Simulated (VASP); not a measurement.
Here is a VASP 6.6.1 calculation.

POSCAR

```
BP
1.0
    0.0000000000      2.6093500000      2.2690000000
    2.6093500000      0.0000000000      2.2690000000
    2.6093500000      2.6093500000      0.0000000000
B P
1 1
Direct
    0.0000000000      0.0000000000      0.0000000000
    0.7500000000      0.7500000000      0.7500000000
```

File INCAR.step1:

```
  ALGO = Normal
  EDIFF = 1E-4
  ENCUT = 520
  GGA = PE
  ISMEAR = 0
  LASPH = T
  LCHARG = F
  LREAL = F
  LWAVE = T
  NBANDS = 11
  NELM = 100
  PREC = Accurate
  SIGMA = 0.05
```

INCAR.step2

```
  ALGO = Normal
  EDIFF = 1E-6
  ENCUT = 520
  ISIF = 2
  ISMEAR = 0
  ISTART = 1
  LASPH = T
  LCHARG = T
  LELF = T
  LMIXTAU = T
  LREAL = F
  LVHAR = T
  LWAVE = F
  METAGGA = R2SCAN
  NBANDS = 11
  NELM = 100
  PREC = Accurate
  SIGMA = 0.05
```

Contents of KPOINTS:

```
k-points
0
Gamma
  10 10 10
```

Potentials or basis: VASP PAW PBE potentials, release 64 (B, P).

Command:

```console
$ cat potpaw_PBE.64/B/POTCAR potpaw_PBE.64/P/POTCAR > POTCAR
$ cp INCAR.step1 INCAR
$ mpirun -np 1 vasp_std > vasp.out
$ cp INCAR.step2 INCAR
$ mpirun -np 1 vasp_std > vasp.out
```

Problem. What does it give for the pressure?

Solution. -27.5 GPa.

Problem. Estimate the band gap on the k mesh.

Solution. Zero (filled and empty bands touch).

Stress tensor (GPa, compression positive):
```
-35.71   0.00   0.00
  0.00 -35.71   0.00
  0.00   0.00 -11.11
```

Caveat: the cell differs from its parent crystal (strain +0.1500 x Voigt [1, 1, 0, 0, 0, 0]); the PAW data sets were made with another functional, which shifts forces and pressure a little.
